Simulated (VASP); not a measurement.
**RbY2: single point with PBE**

RbY2:

```
Rb Y
1.0
     0.00000    3.58925    3.58925
     3.58925    0.00000    3.58925
     3.58925    3.58925    0.00000
Rb Y
1 2
Direct
  0.00000 0.00000 0.00000
  0.25000 0.25000 0.25000
  0.75000 0.75000 0.75000
```

| Quantity | Value |
| --- | --- |
| Program | VASP 6.6.1 |
| Task | single point |
| Functional | PBE |
| Potentials or basis | VASP PAW PBE potentials, release 64 (Rb_sv, Y_sv) |
| Cutoff | 520 eV |
| k mesh | 4 × 4 × 4 |
| Occupations | gaussian, width 0.1 eV |
| Spin | no spin polarisation |

The pressure is 6.6 GPa. The band gap on the k mesh is zero (an odd number of electrons rules out a gap without spin polarisation).

Levels at points of the mesh, in eV from the Fermi level:
```tsv
k point	band 12	band 13	band 14	band 15	band 16	band 17	band 18	band 19
(0.00, 0.00, 0.00)	-13.06	-3.81	-1.19	-1.19	0.70	0.70	0.70	2.21
(0.50, 0.00, 0.00)	-13.02	-1.28	-1.13	-0.13	-0.13	0.96	0.96	1.04
(0.50, 0.50, 0.00)	-12.97	-1.61	-1.22	-0.88	-0.13	0.60	1.32	1.32
```

It took 28 s on 1 thread of AMD EPYC 9R45 96-Core Processor (Zen 5) (shared host), peak memory 0.22 GiB.

Caveat: the k points lie up to 0.38 Å⁻¹ apart, too coarse for converged energies and pressures of a metal.
